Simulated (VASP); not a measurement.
# HgTe (R3m) in VASP: single point with PBE

Aim: the single point of HgTe with PBE.

Everything below comes from runs of VASP 6.6.1. Logs are shortened: lines on timing, memory, paths and dates and some standing lists are left out, and cuts for length are marked.

### Step 1. The cell of the first run

Symmetry: R3m, No. 160, trigonal system. Conventional cell: a = 4.604 Å, b = 4.604 Å, c = 10.943 Å, α = 90.00°, β = 90.00°, γ = 120.00°. Within 3.6 Å of Hg (site symmetry 3m) lie 4 Te at 2.74 to 2.81 Å. Within 3.6 Å of Te (site symmetry 3m) lie 4 Hg at 2.74 to 2.81 Å.

### Step 2. Single point, PBE (equal xy, yz and zx shear strains of -2 %)

File INCAR:

```
SYSTEM = HgTe
PREC     = Accurate       ! precision mode
ENCUT    = 520            ! plane-wave cutoff, eV
EDIFF    = 1E-7           ! SCF threshold, eV
ISMEAR   = -1             ! smearing method
SIGMA    = 0.03           ! smearing width, eV
LREAL    = .FALSE.        ! projectors in reciprocal space
LASPH    = .TRUE.         ! aspherical terms in the spheres
NELM     = 100            ! most SCF steps
ALGO     = Normal         ! electronic algorithm
ISIF     = 2              ! what is computed and relaxed
LWAVE    = .FALSE.        ! write WAVECAR
LCHARG   = .FALSE.        ! write CHGCAR
GGA      = PE             ! functional
NBANDS   = 16             ! bands
```

File KPOINTS:

```
regular mesh
0
G
  11 11 11
  0 0 0
```

File POSCAR:

```
HgTe
1.0
   -0.0644700000      3.1912650000      3.1912650000
    3.1912650000     -0.0644700000      3.1912650000
    3.1912650000      3.1912650000     -0.0644700000
Hg Te
1 1
Direct
    0.0000000000      0.0000000000      0.0000000000
    0.7500000000      0.7500000000      0.7500000000
```

Potentials or basis: VASP PAW PBE potentials, release 64 (Hg, Te).

The run is started by

```console
$ cat potpaw_PBE.64/Hg/POTCAR potpaw_PBE.64/Te/POTCAR > POTCAR
$ mpirun -np 1 vasp_std > vasp.out
```

OUTCAR:

```text
SYSTEM = HgTe
   PREC = Accurate
   ENCUT = 520
   EDIFF = 1E-7
   ISMEAR = -1
   LREAL = .FALSE.
   LASPH = .TRUE.
   NELM = 100
   ISIF = 2
   GGA = PE

 ion  position               nearest neighbor table
   1  0.000  0.000  0.000-   2 2.74   2 2.81   2 2.81   2 2.81
   2  0.750  0.750  0.750-   1 2.74   1 2.81   1 2.81   1 2.81

  LATTYP: Found a trigonal (rhomboedric) cell.
 ALAT       =     4.5135906971
 COS(alpha) =     0.4797000918

  Lattice vectors:

 A1 = (  -0.0644700000,   3.1912650000,   3.1912650000)
 A2 = (   3.1912650000,  -0.0644700000,   3.1912650000)
 A3 = (   3.1912650000,   3.1912650000,  -0.0644700000)

Analysis of symmetry for initial positions (statically):
=====================================================================
 Subroutine PRICEL returns:
 Original cell was already a primitive cell.

 Routine SETGRP: Setting up the symmetry group for a
 trigonal (rhombohedral) supercell.

 Subroutine GETGRP returns: Found  6 space group operations
 (whereof  6 operations were pure point group operations)
 out of a pool of 12 trial point group operations.

The static configuration has the point symmetry C_3v.

Analysis of symmetry for dynamics (positions and initial velocities):
=====================================================================
 Subroutine PRICEL returns:
 Original cell was already a primitive cell.

 Routine SETGRP: Setting up the symmetry group for a
 trigonal (rhombohedral) supercell.

 Subroutine GETGRP returns: Found  6 space group operations
 (whereof  6 operations were pure point group operations)
 out of a pool of 12 trial point group operations.

The dynamic configuration has the point symmetry C_3v.

 Subroutine INISYM returns: Found  6 space group operations
 (whereof  6 operations are pure point group operations),
 and found     1 'primitive' translations

----------------------------------------------------------------------------------------

                                     Primitive cell

  volume of cell :      66.9702

  direct lattice vectors                    reciprocal lattice vectors
    -0.064470000  3.191265000  3.191265000    -0.152008059  0.155142246  0.155142246
     3.191265000 -0.064470000  3.191265000     0.155142246 -0.152008059  0.155142246
     3.191265000  3.191265000 -0.064470000     0.155142246  0.155142246 -0.152008059

  length of vectors
     4.513590697  4.513590697  4.513590697     0.266916997  0.266916997  0.266916997

  position of ions in fractional coordinates (direct lattice)
     0.000000000  0.000000000  0.000000000
     0.750000000  0.750000000  0.750000000

  ion indices of the primitive-cell ions
   primitive index   ion index
                 1           1
                 2           2

----------------------------------------------------------------------------------------

 KPOINTS: regular mesh

Automatic generation of k-mesh.
 Grid dimensions read from file:
 generate k-points for:   11   11   11

 Generating k-lattice:

  Cartesian coordinates                     Fractional coordinates (reciprocal lattice)
    -0.013818914  0.014103841  0.014103841     0.090909091 -0.000000000 -0.000000000
     0.014103841 -0.013818914  0.014103841    -0.000000000  0.090909091 -0.000000000
     0.014103841  0.014103841 -0.013818914    -0.000000000 -0.000000000  0.090909091

  Length of vectors
     0.024265182  0.024265182  0.024265182

  Shift w.r.t. Gamma in fractional coordinates (k-lattice)
     0.000000000  0.000000000  0.000000000

 Subroutine IBZKPT returns following result:
 ===========================================

 Found    146 irreducible k-points:

 Following reciprocal coordinates:
            Coordinates               Weight
  0.000000  0.000000  0.000000      1.000000
  0.090909 -0.000000 -0.000000      6.000000
  0.181818  0.000000 -0.000000      6.000000
  0.272727  0.000000 -0.000000      6.000000
  0.363636  0.000000 -0.000000      6.000000
  0.454545  0.000000  0.000000      6.000000
[... 16 lines left out ...]
 -0.272727  0.181818 -0.000000     12.000000
 -0.181818  0.181818  0.000000      6.000000
 [... further k-points ...]
   k-points           NKPTS =    146   k-points in BZ     NKDIM =    146   number of bands    NBANDS=     16
   number of dos      NEDOS =    301   number of ions     NIONS =      2
   total plane-waves  NPLWV =  46656
   dimension x,y,z NGX =    36 NGY =   36 NGZ =   36
   dimension x,y,z NGXF=    72 NGYF=   72 NGZF=   72
   ions per type =               1   1
   NGX,Y,Z   is equivalent  to a cutoff of  13.26, 13.26, 13.26 a.u.
   NGXF,Y,Z  is equivalent  to a cutoff of  26.52, 26.52, 26.52 a.u.
 SYSTEM =  HgTe
   PREC   = accura    normal or accurate (medium, high low for compatibility)
   ISTART =      0    job   : 0-new  1-cont  2-samecut
   ICHARG =      2    charge: 1-file 2-atom 10-const
   ISPIN  =      1    spin polarized calculation?
   LNONCOLLINEAR =      F non collinear calculations
   LSORBIT =      F    spin-orbit coupling
   LASPH  =      T    aspherical Exc in radial PAW
   ENCUT  =  520.0 eV  38.22 Ry    6.18 a.u.   8.39  8.39  8.39*2*pi/ulx,y,z
   NELM   =    100;   NELMIN=  2; NELMDL= -5     # of ELM steps
   EDIFF  = 0.1E-06   stopping-criterion for ELM
   LREAL  =      F    real-space projection
   EDIFFG = 0.1E-05   stopping-criterion for IOM
   NSW    =      0    number of steps for IOM
   IBRION =     -1    ionic relax: 0-MD 1-quasi-New 2-CG
   NFREE  =      0    steps in history (QN), initial steepest desc. (CG)
   ISIF   =      2    stress and relaxation
   ISYM   =      2    0-nonsym 1-usesym 2-fastsym
   POTIM  = 0.5000    time-step for ionic-motion
   TEBEG  =    0.0;   TEEND  =   0.0 temperature during run
   PSTRESS=    0.0 pullay stress
   NELECT =      18.0000    total number of electrons
   NUPDOWN=      -1.0000    fix difference up-down
   EMIN   =  10.00;   EMAX   =-10.00  energy-range for DOS
   EFERMI =   0.00;   METHOD = LEGACY
   ISMEAR =    -1;   SIGMA  =   0.03  broadening in eV -4-tet -1-fermi 0-gaus
   EFERMI_NEDOS =   21; number of points for ismear=-14 and -15
   IALGO  =     38    algorithm
   IMIX   =      4    mixing-type and parameters
     AMIX     =   0.40;   BMIX     =  1.00
     AMIX_MAG =   1.60;   BMIX_MAG =  1.00
  volume/ion in A,a.u.               =      33.49       225.97
  Fermi-wavevector in a.u.,A,eV,Ry     =   1.056505  1.996506 15.186873  1.116204
  Thomas-Fermi vector in A             =   2.191744
   LORBIT       =      0    0 simple, 1 ext, 2 COOP (PROOUT), +10 PAW based schemes
   GGA     = PE    functional components
   LHFCALC =     F    Hartree Fock is set to
   AEXX    =    0.0000 exact exchange contribution
   IVDW    =     0    specifies the selected vdW correction
   LEPSILON=     F    determine dielectric tensor
   LRPA    =     F    only Hartree local field effects (RPA)
 non-spin polarized calculation
  energy-cutoff  :      520.00
  volume of cell :       66.97
 maximum number of plane-waves:      1825
 NGX is ok and might be reduce to    36
   NGX = 17   NGY = 17   NGZ = 17

 number of electron      18.0000002 magnetization

 Free energy of the ion-electron system (eV)
  ---------------------------------------------------
  ext. energy  EPLUGINS =         0.00000000
  ---------------------------------------------------
  free energy    TOTEN  =        -3.56027640 eV

  energy without entropy =       -3.56018169  energy(sigma->0) =       -3.56022905

 E-fermi :   3.2403     XC(G=0):  -8.7809

 val. band max:        3.1557936983   @ k =   0.0000   0.0000   0.0000
 cond. band min:       3.2644673297   @ k =   0.0000   0.0000   0.0000
 fundamental gap:      0.1086736314
 Fermi energy:         3.2403370744

 k-point     1 :       0.0000    0.0000    0.0000
  band No.  band energies     occupation
      1      -8.8659      2.00000
      2      -4.2532      2.00000
      3      -4.2058      2.00000
      4      -4.2058      2.00000
      5      -3.6804      2.00000
      6      -3.6804      2.00000
[... 8 lines left out ...]
     15      12.7542      0.00000
     16      12.7542      0.00000

 k-point     2 :       0.0909   -0.0000   -0.0000
  band No.  band energies     occupation
      1      -8.8248      2.00000
      2      -4.2416      2.00000
      3      -4.1950      2.00000
      4      -4.1909      2.00000
      5      -3.6816      2.00000
      6      -3.6814      2.00000
[... 8 lines left out ...]
     15      12.1023      0.00000
     16      12.2215      0.00000

 k-point     3 :       0.1818    0.0000   -0.0000
  band No.  band energies     occupation
      1      -8.7114      2.00000
      2      -4.2099      2.00000
      3      -4.1673      2.00000
      4      -4.1354      2.00000
      5      -3.6827      2.00000
      6      -3.6823      2.00000
[... 8 lines left out ...]
     15      11.6583      0.00000
     16      11.8461      0.00000

 k-point     4 :       0.2727    0.0000   -0.0000
  band No.  band energies     occupation
      1      -8.5557      2.00000
      2      -4.1706      2.00000
      3      -4.1346      2.00000
      4      -4.0066      2.00000
      5      -3.6788      2.00000
      6      -3.6784      2.00000
[... 8 lines left out ...]
     15      11.6634      0.00000
     16      11.9180      0.00000
[... 324 lines left out ...]
 k-point    22 :      -0.3636    0.1818    0.0000
  band No.  band energies     occupation
      1      -8.2584      2.00000
      2      -4.0887      2.00000
      3      -4.0581      2.00000
      4      -3.7065      2.00000
      5      -3.6775      2.00000
      6      -3.4648      2.00000
[... 8 lines left out ...]
     15      12.0712      0.00000
     16      12.9995      0.00000

 k-point    23 :      -0.2727    0.1818   -0.0000
  band No.  band energies     occupation
      1      -8.3652      2.00000
      2      -4.1170      2.00000
      3      -4.0752      2.00000
      4      -3.8275      2.00000
      5      -3.6937      2.00000
      6      -3.6208      2.00000
[... 8 lines left out ...]
     15      12.3880      0.00000
     16      13.5150      0.00000

 k-point    24 :      -0.1818    0.1818    0.0000
  band No.  band energies     occupation
      1      -8.5055      2.00000
      2      -4.1566      2.00000
      3      -4.1036      2.00000
      4      -3.9971      2.00000
      5      -3.6992      2.00000
      6      -3.6512      2.00000
[... 8 lines left out ...]
     15      12.3021      0.00000
     16      12.5964      0.00000

 [... further k-points ...]
[... 5 lines left out ...]
  --------------------------------------------------------------------------------------
  -------------------------------------------------------------------------------------
  Total        1.7759119      1.7759119      1.7759119      0.3891713      0.3891713      0.3891713
  in kB       42.4864230     42.4864230     42.4864230      9.3104270      9.3104270      9.3104270
  external PRESSURE =      42.4864230 kB  Pullay stress =       0.0000000 kB

 VOLUME and BASIS-vectors are now :
 -----------------------------------------------------------------------------
  energy-cutoff  :      520.00
  volume of cell :       66.97
      direct lattice vectors                 reciprocal lattice vectors
    -0.064470000  3.191265000  3.191265000    -0.152008059  0.155142246  0.155142246
     3.191265000 -0.064470000  3.191265000     0.155142246 -0.152008059  0.155142246
     3.191265000  3.191265000 -0.064470000     0.155142246  0.155142246 -0.152008059

 POSITION                                       TOTAL-FORCE (eV/Angst)
 -----------------------------------------------------------------------------------
      0.00000      0.00000      0.00000         0.152365      0.152365      0.152365
      4.73855      4.73855      4.73855        -0.152365     -0.152365     -0.152365
 -----------------------------------------------------------------------------------
    total drift:                                0.000110      0.000110      0.000110

  FREE ENERGIE OF THE ION-ELECTRON SYSTEM (eV)
  ---------------------------------------------------
  free  energy   TOTEN  =        -3.5602764042 eV

  energy  without entropy=       -3.5601816871  energy(sigma->0) =       -3.56022905
```

It took 1.9 min on 1 thread of Intel Xeon Platinum 8488C (Sapphire Rapids), shared host; peak memory 0.31 GiB.

What came out:

* Free energy: -3.5603 eV
* Pressure: 4.2 GPa
* Largest force: 0.264 eV/Å
* Band gap on the k mesh: 0.11 eV, direct

Forces in eV/Å, atoms in the order of the input:
```
Hg   0.152  0.152  0.152
Te  -0.152 -0.152 -0.152
```

Caveat: the cell differs from its parent crystal (equal xy, yz and zx shear strains of -2 %); spin-orbit coupling is left out, which moves the levels of the heavy elements. A k mesh can miss the band edges.
